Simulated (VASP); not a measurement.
**WS2: single point with PBEsol**

The system is WS2, a slab with vacuum.

```
W S
1.0
     3.36021    0.00000    0.00000
    -1.68011    2.91003    0.00000
     0.00000    0.00000   22.31550
W S
2 4
Direct
  0.33333 0.66667 0.63457
  0.66667 0.33333 0.36543
  0.33333 0.66667 0.29897
  0.66667 0.33333 0.56805
  0.33333 0.66667 0.43195
  0.66667 0.33333 0.70103
```

| Property | Result |
| --- | --- |
| Program | VASP 6.6.1 |
| Task | single point |
| Functional | PBEsol |
| Potentials or basis | VASP PAW PBE potentials, release 64 (W_sv, S) |
| Cutoff | 520 eV |
| k mesh | 12 × 12 × 2 |
| Occupations | gaussian, width 0.05 eV |
| Spin | no spin polarisation |

```
Largest force          : 0.263 eV/Å
Band gap on the k mesh : 0.12 eV (least direct gap 1.16 eV)
```

Forces in eV/Å, atoms in the order of the input:
```
W    0.000  0.000  0.011
W    0.000  0.000 -0.011
S    0.000  0.000 -0.263
S    0.000  0.000 -0.228
S    0.000  0.000  0.228
S    0.000  0.000  0.263
```

Levels at points of the mesh, in eV from the valence-band top:
```
           k point  band 23  band 24  band 25  band 26  band 27  band 28  band 29  band 30
(0.00, 0.00, 0.00)    -2.79    -1.73    -0.43     0.00     1.63     1.63     1.63     1.63
(0.50, 0.00, 0.00)    -2.51    -2.39    -1.73    -1.59     1.21     1.24     1.54     1.55
(0.00, 0.00, 0.50)    -2.79    -1.73    -0.43     0.00     1.63     1.63     1.63     1.63
(0.50, 0.00, 0.50)    -2.51    -2.39    -1.73    -1.59     1.21     1.24     1.54     1.55
```

It took 4.4 min on 1 thread of Intel(R) Xeon(R) 6975P-C (Granite Rapids), with other jobs on the host, peak memory 0.48 GiB.

Caveat: there is no dipole correction, which matters where the two faces differ; the PAW data sets were made with another functional, which shifts forces and pressure a little; spin-orbit coupling is left out, which moves the levels of the heavy elements.
